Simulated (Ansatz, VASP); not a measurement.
**One calculation of Be2C, two programs**

Contents of INCAR:

```
SYSTEM = Be2C
PREC = Accurate
ENCUT = 600
EDIFF = 1E-6
ISMEAR = 0
SIGMA = 0.01
LREAL = .FALSE.
LASPH = .TRUE.
NELM = 120
ALGO = Normal
ISIF = 2
LWAVE = .FALSE.
LCHARG = .FALSE.
GGA = PE
NBANDS = 11
GGA_COMPAT = .FALSE.
```

The input KPOINTS:

```
Automatic mesh
0
G
  6 6 6
  0 0 0
```

POSCAR

```
Be2C
1.0
    0.0000000000      2.1604856385      2.1604856385
    2.1604856385      0.0000000000      2.1604856385
    2.1604856385      2.1604856385      0.0000000000
C Be
1 2
Direct
    0.0000000000      0.0000000000      0.0000000000
    0.2500000000      0.2500000000      0.2500000000
    0.7500000000      0.7500000000      0.7500000000
```

Input for Ansatz:

```yaml
crystal:
  lattice:
    - [0.0, 2.1604856385, 2.1604856385]
    - [2.1604856385, 0.0, 2.1604856385]
    - [2.1604856385, 2.1604856385, 0.0]
  atoms:
    - { symbol: C, position: [0.0, 0.0, 0.0] }
    - { symbol: Be, position: [0.25, 0.25, 0.25] }
    - { symbol: Be, position: [0.75, 0.75, 0.75] }
kpoints:
  mp_grid: { grid: [6, 6, 6] }
hamiltonian:
  xc: pbe
scf:
  occupations: { method: fixed }
output:
  optics:
    e_range: [0, 30]
    de: 0.1
    sigma: 0.15
    scissors: 0.3
    scheme: gaussian
    bands: { spectra_wanted_up_to: 30 }
```

Alike in both runs: task single point; functional PBE; k mesh 6 × 6 × 6; no spin polarisation.

```csv
,VASP,Ansatz
version,VASP 6.6.1,Ansatz 0.2.0
potentials or method,"VASP PAW PBE potentials, release 64 (C, Be)","plane waves, PAW"
plane-wave cutoff (eV),600,420
occupations,"gaussian, width 0.01 eV",fixed
valence electrons in the cell,8,8
```

Ansatz gave:

| Quantity | Value |
| --- | --- |
| gap on the k mesh at the Fermi level (eV) | 1.17 |

Problem. What did VASP give for the same quantities?

Solution. gap on the k mesh at the Fermi level (eV): 1.16.
